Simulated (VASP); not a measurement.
Cu: electric field gradients with PBEsol

Cu:

```
Cu
1.0
     0.00000    1.79537    1.79537
     1.79537    0.00000    1.79537
     1.79537    1.79537    0.00000
Cu
1
Cartesian
  0.0000 0.0000 0.0000
```

This cell differs from its parent crystal: volume scaled by 0.98.

* Program: VASP 6.6.1
* Task: electric field gradients
* Functional: PBEsol
* Potentials or basis: VASP PAW PBE potentials, release 64 (Cu)
* Cutoff: 520 eV
* k mesh: 17 × 17 × 17
* Occupations: fermi-dirac, width 0.03 eV
* Spin: no spin polarisation
* Dipole correction: no
* Further INCAR settings: ALGO = Normal; EDIFF = 1e-08; NBANDS = 12

```yaml
Pressure: -3.1 GPa
```

Levels at points of the mesh, in eV from the Fermi level:
```
           k point  band 4  band 5  band 6  band 7  band 8  band 9
(0.00, 0.00, 0.00)   -3.18   -2.32   -2.32   22.66   25.43   25.43
```

It took 62 s on 1 thread of Intel Xeon 8259CL, with other jobs on the host, peak memory 0.14 GiB.

Caveat: without QUAD_EFG the Cq values of the log hold for a quadrupole moment of 1 mb, not for the nuclei; the PAW data sets were made with another functional, which shifts forces and pressure a little.
